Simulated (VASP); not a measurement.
# AlGa3P4 (P-43m) in VASP: notebook

The runs below take AlGa3P4 through single point, with PBE.

All numbers are computed with VASP 6.6.1; they aren't measurements. Logs are shortened: lines on timing, memory, paths and dates and some standing lists are left out, and cuts for length are marked.

### Step 1. The cell of the first run

The structure is cubic, space group P-43m (No. 215). Conventional cell: a = 5.330 Å, b = 5.330 Å, c = 5.330 Å, α = 90.00°, β = 90.00°, γ = 90.00°. Within 3.1 Å of Al (site symmetry -43m) lie 4 P at 2.31 Å. Within 3.1 Å of Ga (site symmetry -42m) lie 4 P at 2.31 Å. Within 3.1 Å of P (site symmetry 3m) lie 1 Al at 2.31 Å and 3 Ga at 2.31 Å.

### Step 2. Single point, PBE

INCAR

```
PREC = Accurate
ENCUT = 520
EDIFF = 1E-6
ISMEAR = 0
SIGMA = 0.1
LREAL = F
LASPH = T
NELM = 60
ALGO = Normal
ISIF = 2
LWAVE = F
LCHARG = F
GGA = PE
NBANDS = 41
```

KPOINTS

```
regular mesh
0
Gamma
  4 4 4
```

POSCAR

```
AlGa3P4
1.0
    5.3297780300      0.0000000000      0.0000000000
    0.0000000000      5.3297780300      0.0000000000
    0.0000000000      0.0000000000      5.3297780300
Al Ga P
1 3 4
Direct
    0.0000000000      0.0000000000      0.0000000000
    0.5000000000      0.0000000000      0.5000000000
    0.5000000000      0.5000000000      0.0000000000
    0.0000000000      0.5000000000      0.5000000000
    0.7500000000      0.2500000000      0.2500000000
    0.7500000000      0.7500000000      0.7500000000
    0.2500000000      0.2500000000      0.7500000000
    0.2500000000      0.7500000000      0.2500000000
```

Potentials or basis: VASP PAW PBE potentials, release 64 (Al, Ga_d, P).

Started as:

```bash
> cat potpaw_PBE.64/Al/POTCAR potpaw_PBE.64/Ga_d/POTCAR potpaw_PBE.64/P/POTCAR > POTCAR
> mpirun -np 1 vasp_std > vasp.out
```

OUTCAR:

```text
PREC = Accurate
   ENCUT = 520
   EDIFF = 1E-6
   ISMEAR = 0
   LREAL = F
   LASPH = T
   NELM = 60
   ISIF = 2
   GGA = PE

 ion  position               nearest neighbor table
   1  0.000  0.000  0.000-   5 2.31   6 2.31   7 2.31   8 2.31
   2  0.500  0.000  0.500-   5 2.31   6 2.31   7 2.31   8 2.31
   3  0.500  0.500  0.000-   5 2.31   6 2.31   7 2.31   8 2.31
   4  0.000  0.500  0.500-   5 2.31   6 2.31   7 2.31   8 2.31
   5  0.750  0.250  0.250-   1 2.31   2 2.31   3 2.31   4 2.31
   6  0.750  0.750  0.750-   1 2.31   2 2.31   3 2.31   4 2.31
   7  0.250  0.250  0.750-   1 2.31   2 2.31   3 2.31   4 2.31
   8  0.250  0.750  0.250-   1 2.31   2 2.31   3 2.31   4 2.31

  LATTYP: Found a simple cubic cell.
 ALAT       =     5.3297780300

  Lattice vectors:

 A1 = (   5.3297780300,   0.0000000000,   0.0000000000)
 A2 = (   0.0000000000,   5.3297780300,   0.0000000000)
 A3 = (   0.0000000000,   0.0000000000,   5.3297780300)

Analysis of symmetry for initial positions (statically):
=====================================================================
 Subroutine PRICEL returns:
 Original cell was already a primitive cell.

 Routine SETGRP: Setting up the symmetry group for a
 simple cubic supercell.

 Subroutine GETGRP returns: Found 24 space group operations
 (whereof 24 operations were pure point group operations)
 out of a pool of 48 trial point group operations.

The static configuration has the point symmetry T_d .

Analysis of symmetry for dynamics (positions and initial velocities):
=====================================================================
 Subroutine PRICEL returns:
 Original cell was already a primitive cell.

 Routine SETGRP: Setting up the symmetry group for a
 simple cubic supercell.

 Subroutine GETGRP returns: Found 24 space group operations
 (whereof 24 operations were pure point group operations)
 out of a pool of 48 trial point group operations.

The dynamic configuration has the point symmetry T_d .

 Subroutine INISYM returns: Found 24 space group operations
 (whereof 24 operations are pure point group operations),
 and found     1 'primitive' translations

----------------------------------------------------------------------------------------

                                     Primitive cell

  volume of cell :     151.4005

  direct lattice vectors                    reciprocal lattice vectors
     5.329778030  0.000000000  0.000000000     0.187625075  0.000000000  0.000000000
     0.000000000  5.329778030  0.000000000     0.000000000  0.187625075  0.000000000
     0.000000000  0.000000000  5.329778030     0.000000000  0.000000000  0.187625075

  length of vectors
     5.329778030  5.329778030  5.329778030     0.187625075  0.187625075  0.187625075

  position of ions in fractional coordinates (direct lattice)
     0.000000000  0.000000000  0.000000000
     0.500000000  0.000000000  0.500000000
     0.500000000  0.500000000  0.000000000
     0.000000000  0.500000000  0.500000000
     0.750000000  0.250000000  0.250000000
     0.750000000  0.750000000  0.750000000
     0.250000000  0.250000000  0.750000000
     0.250000000  0.750000000  0.250000000

  ion indices of the primitive-cell ions
   primitive index   ion index
                 1           1
                 2           2
                 3           3
                 4           4
                 5           5
                 6           6
                 7           7
                 8           8

----------------------------------------------------------------------------------------

 KPOINTS: regular mesh

Automatic generation of k-mesh.
 Grid dimensions read from file:
 generate k-points for:    4    4    4

 Generating k-lattice:

  Cartesian coordinates                     Fractional coordinates (reciprocal lattice)
     0.046906269  0.000000000  0.000000000     0.250000000  0.000000000  0.000000000
     0.000000000  0.046906269  0.000000000     0.000000000  0.250000000  0.000000000
     0.000000000  0.000000000  0.046906269     0.000000000  0.000000000  0.250000000

  Length of vectors
     0.046906269  0.046906269  0.046906269

  Shift w.r.t. Gamma in fractional coordinates (k-lattice)
     0.000000000  0.000000000  0.000000000

 Subroutine IBZKPT returns following result:
 ===========================================

 Found     10 irreducible k-points:

 Following reciprocal coordinates:
            Coordinates               Weight
  0.000000  0.000000  0.000000      1.000000
  0.250000  0.000000  0.000000      6.000000
  0.500000  0.000000  0.000000      3.000000
  0.250000  0.250000  0.000000     12.000000
  0.500000  0.250000  0.000000     12.000000
  0.500000  0.500000  0.000000      3.000000
  0.250000  0.250000  0.250000      8.000000
  0.500000  0.250000  0.250000     12.000000
  0.500000  0.500000  0.250000      6.000000
  0.500000  0.500000  0.500000      1.000000
   k-points           NKPTS =     10   k-points in BZ     NKDIM =     10   number of bands    NBANDS=     41
   number of dos      NEDOS =    301   number of ions     NIONS =      8
   total plane-waves  NPLWV =  64000
   dimension x,y,z NGX =    40 NGY =   40 NGZ =   40
   dimension x,y,z NGXF=    80 NGYF=   80 NGZF=   80
   ions per type =               1   3   4
   NGX,Y,Z   is equivalent  to a cutoff of  12.48, 12.48, 12.48 a.u.
   NGXF,Y,Z  is equivalent  to a cutoff of  24.95, 24.95, 24.95 a.u.
 SYSTEM =  unknown system
   PREC   = accura    normal or accurate (medium, high low for compatibility)
   ISTART =      0    job   : 0-new  1-cont  2-samecut
   ICHARG =      2    charge: 1-file 2-atom 10-const
   ISPIN  =      1    spin polarized calculation?
   LNONCOLLINEAR =      F non collinear calculations
   LSORBIT =      F    spin-orbit coupling
   LASPH  =      T    aspherical Exc in radial PAW
   ENCUT  =  520.0 eV  38.22 Ry    6.18 a.u.   9.91  9.91  9.91*2*pi/ulx,y,z
   NELM   =     60;   NELMIN=  2; NELMDL= -5     # of ELM steps
   EDIFF  = 0.1E-05   stopping-criterion for ELM
   LREAL  =      F    real-space projection
   EDIFFG = 0.1E-04   stopping-criterion for IOM
   NSW    =      0    number of steps for IOM
   IBRION =     -1    ionic relax: 0-MD 1-quasi-New 2-CG
   NFREE  =      0    steps in history (QN), initial steepest desc. (CG)
   ISIF   =      2    stress and relaxation
   ISYM   =      2    0-nonsym 1-usesym 2-fastsym
   POTIM  = 0.5000    time-step for ionic-motion
   TEBEG  =    0.0;   TEEND  =   0.0 temperature during run
   PSTRESS=    0.0 pullay stress
   NELECT =      62.0000    total number of electrons
   NUPDOWN=      -1.0000    fix difference up-down
   EMIN   =  10.00;   EMAX   =-10.00  energy-range for DOS
   EFERMI =   0.00;   METHOD = LEGACY
   ISMEAR =     0;   SIGMA  =   0.10  broadening in eV -4-tet -1-fermi 0-gaus
   EFERMI_NEDOS =   21; number of points for ismear=-14 and -15
   IALGO  =     38    algorithm
   IMIX   =      4    mixing-type and parameters
     AMIX     =   0.40;   BMIX     =  1.00
     AMIX_MAG =   1.60;   BMIX_MAG =  1.00
  volume/ion in A,a.u.               =      18.93       127.71
  Fermi-wavevector in a.u.,A,eV,Ry     =   1.215709  2.297357 20.108706  1.477948
  Thomas-Fermi vector in A             =   2.351087
   LORBIT       =      0    0 simple, 1 ext, 2 COOP (PROOUT), +10 PAW based schemes
   GGA     = PE    functional components
   LHFCALC =     F    Hartree Fock is set to
   AEXX    =    0.0000 exact exchange contribution
   IVDW    =     0    specifies the selected vdW correction
   LEPSILON=     F    determine dielectric tensor
   LRPA    =     F    only Hartree local field effects (RPA)
 non-spin polarized calculation
 Gauss-broadening in eV      SIGMA  =   0.10
  energy-cutoff  :      520.00
  volume of cell :      151.40
 maximum number of plane-waves:      4094
 NGX is ok and might be reduce to    40
   NGX = 19   NGY = 19   NGZ = 19

 number of electron      61.9999974 magnetization

 Free energy of the ion-electron system (eV)
  ---------------------------------------------------
  ext. energy  EPLUGINS =         0.00000000
  ---------------------------------------------------
  free energy    TOTEN  =       -37.31084037 eV

  energy without entropy =      -37.31084037  energy(sigma->0) =      -37.31084037

 E-fermi :   5.7700     XC(G=0):  -9.9808

 val. band max:        5.3197159366   @ k =   0.0000   0.0000   0.0000
 cond. band min:       6.8430296818   @ k =   0.0000   0.0000   0.0000
 fundamental gap:      1.5233137453
 Fermi energy:         5.7699880202

 k-point     1 :       0.0000    0.0000    0.0000
  band No.  band energies     occupation
      1      -9.3279      2.00000
      2      -9.3279      2.00000
      3      -9.3279      2.00000
      4      -9.1995      2.00000
      5      -9.1995      2.00000
      6      -9.1995      2.00000
[... 33 lines left out ...]
     40       9.3990      0.00000
     41       9.3990      0.00000

 k-point     2 :       0.2500    0.0000    0.0000
  band No.  band energies     occupation
      1      -9.3210      2.00000
      2      -9.3199      2.00000
      3      -9.3199      2.00000
      4      -9.2165      2.00000
      5      -9.1979      2.00000
      6      -9.1979      2.00000
[... 33 lines left out ...]
     40      10.3817      0.00000
     41      10.3817      0.00000

 k-point     3 :       0.5000    0.0000    0.0000
  band No.  band energies     occupation
      1      -9.3119      2.00000
      2      -9.3108      2.00000
      3      -9.3107      2.00000
      4      -9.2343      2.00000
      5      -9.1894      2.00000
      6      -9.1894      2.00000
[... 259 lines left out ...]
      2      -9.2851      2.00000
      3      -9.2851      2.00000
      4      -9.2825      2.00000
      5      -9.1949      2.00000
      6      -9.1949      2.00000
[... 33 lines left out ...]
     40      10.3347      0.00000
     41      10.6417      0.00000

 k-point    10 :       0.5000    0.5000    0.5000
  band No.  band energies     occupation
      1      -9.3296      2.00000
      2      -9.2876      2.00000
      3      -9.2876      2.00000
      4      -9.2876      2.00000
      5      -9.1980      2.00000
      6      -9.1980      2.00000
[... 33 lines left out ...]
     40      10.1569      0.00000
     41      10.1643      0.00000

------------------------ aborting loop because EDIFF is reached ----------------------------------------

  FORCE on cell =-STRESS in cart. coord.  units (eV):
  Direction    XX          YY          ZZ          XY          YZ          ZX
  --------------------------------------------------------------------------------------
  -------------------------------------------------------------------------------------
  Total        8.9244524      8.9244524      8.9244524      0.0000000      0.0000000      0.0000000
  in kB       94.4419168     94.4419168     94.4419168      0.0000000      0.0000000      0.0000000
  external PRESSURE =      94.4419168 kB  Pullay stress =       0.0000000 kB

 VOLUME and BASIS-vectors are now :
 -----------------------------------------------------------------------------
  energy-cutoff  :      520.00
  volume of cell :      151.40
      direct lattice vectors                 reciprocal lattice vectors
     5.329778030  0.000000000  0.000000000     0.187625075  0.000000000  0.000000000
     0.000000000  5.329778030  0.000000000     0.000000000  0.187625075  0.000000000
     0.000000000  0.000000000  5.329778030     0.000000000  0.000000000  0.187625075

 POSITION                                       TOTAL-FORCE (eV/Angst)
 -----------------------------------------------------------------------------------
      0.00000      0.00000      0.00000        -0.000000      0.000000      0.000000
      2.66489      0.00000      2.66489        -0.000000     -0.000000      0.000000
      2.66489      2.66489      0.00000        -0.000000     -0.000000     -0.000000
      0.00000      2.66489      2.66489        -0.000000     -0.000000      0.000000
      3.99733      1.33244      1.33244         0.028683     -0.028683     -0.028683
      3.99733      3.99733      3.99733         0.028683      0.028683      0.028683
      1.33244      1.33244      3.99733        -0.028683     -0.028683      0.028683
      1.33244      3.99733      1.33244        -0.028683      0.028683     -0.028683
 -----------------------------------------------------------------------------------
    total drift:                               -0.000000      0.000000     -0.000000

  FREE ENERGIE OF THE ION-ELECTRON SYSTEM (eV)
  ---------------------------------------------------
  free  energy   TOTEN  =       -37.3108403700 eV

  energy  without entropy=      -37.3108403700  energy(sigma->0) =      -37.31084037
```

Run time: 47 s. Hardware: 1 thread of Intel Xeon Platinum 8488C (Sapphire Rapids), shared host; peak memory 0.25 GiB.

What came out:

| Property | Result |
| --- | --- |
| Free energy | -37.3108 eV |
| Pressure | 9.4 GPa |
| Band gap on the k mesh | 1.52 eV, direct |

### Step 3. Single point, PBE

This run uses another cell than the first one, of 20.78 Å³/atom, 1.098 times its volume.

INCAR

```
SYSTEM = AlGa3P4
ALGO     = Normal         ! electronic algorithm
EDIFF    = 1E-7           ! SCF threshold, eV
ENCUT    = 520            ! plane-wave cutoff, eV
GGA      = PE             ! functional
ISIF     = 2              ! what is computed and relaxed
ISMEAR   = 0              ! smearing method
LASPH    = .True.         ! aspherical terms in the spheres
LCHARG   = .False.        ! write CHGCAR
LREAL    = .False.        ! projectors in reciprocal space
LWAVE    = .False.        ! write WAVECAR
NBANDS   = 41             ! bands
NELM     = 60             ! most SCF steps
PREC     = Accurate       ! precision mode
SIGMA    = 0.1            ! smearing width, eV
```

KPOINTS

```
k-points
0
Gamma
  4 4 4
  0 0 0
```

POSCAR

```
AlGa3P4
1.0
    5.4982593261      0.0000000000      0.0000000000
    0.0000000000      5.4982593261      0.0000000000
    0.0000000000      0.0000000000      5.4982593261
Al Ga P
1 3 4
Direct
    0.0000000000      0.0000000000      0.0000000000
    0.5000000000      0.0000000000      0.5000000000
    0.5000000000      0.5000000000      0.0000000000
    0.0000000000      0.5000000000      0.5000000000
    0.7504730947      0.2495269053      0.2495269053
    0.7504730947      0.7504730947      0.7504730947
    0.2495269053      0.2495269053      0.7504730947
    0.2495269053      0.7504730947      0.2495269053
```

Potentials or basis: VASP PAW PBE potentials, release 64 (Al, Ga_d, P).

Started as:

```bash
> cat potpaw_PBE.64/Al/POTCAR potpaw_PBE.64/Ga_d/POTCAR potpaw_PBE.64/P/POTCAR > POTCAR
> mpirun -np 1 vasp_std > vasp.out
```

Run time: 59 s. Hardware: 1 thread of Intel Xeon Platinum 8488C (Sapphire Rapids), shared host; peak memory 0.27 GiB.

It converged, with:

```
Free energy            : -37.7326 eV
Pressure               : 0.3 GPa
Largest force          : 0.008 eV/Å
Band gap on the k mesh : 1.65 eV, indirect (least direct gap 1.71 eV)
```

Forces on the atoms (eV/Å):
```
Al   0.000  0.000  0.000
Ga   0.000  0.000  0.000
Ga   0.000  0.000  0.000
Ga   0.000  0.000  0.000
P    0.005 -0.005 -0.005
P    0.005  0.005  0.005
P   -0.005 -0.005  0.005
P   -0.005  0.005 -0.005
```

Levels at points of the mesh, in eV from the valence-band top:
| k point | band 28 | band 29 | band 30 | band 31 | band 32 | band 33 | band 34 | band 35 |
| --- | --- | --- | --- | --- | --- | --- | --- | --- |
| (0.00, 0.00, 0.00) | -2.44 | 0.00 | 0.00 | 0.00 | 1.71 | 1.71 | 1.71 | 1.76 |
| (0.50, 0.00, 0.00) | -1.57 | -1.57 | -1.46 | -1.46 | 2.27 | 2.44 | 3.70 | 3.78 |
| (0.50, 0.50, 0.00) | -1.10 | -1.07 | -1.07 | -1.00 | 3.08 | 3.25 | 3.25 | 3.57 |
| (0.50, 0.50, 0.50) | -0.97 | -0.93 | -0.93 | -0.93 | 1.65 | 1.65 | 1.65 | 2.65 |
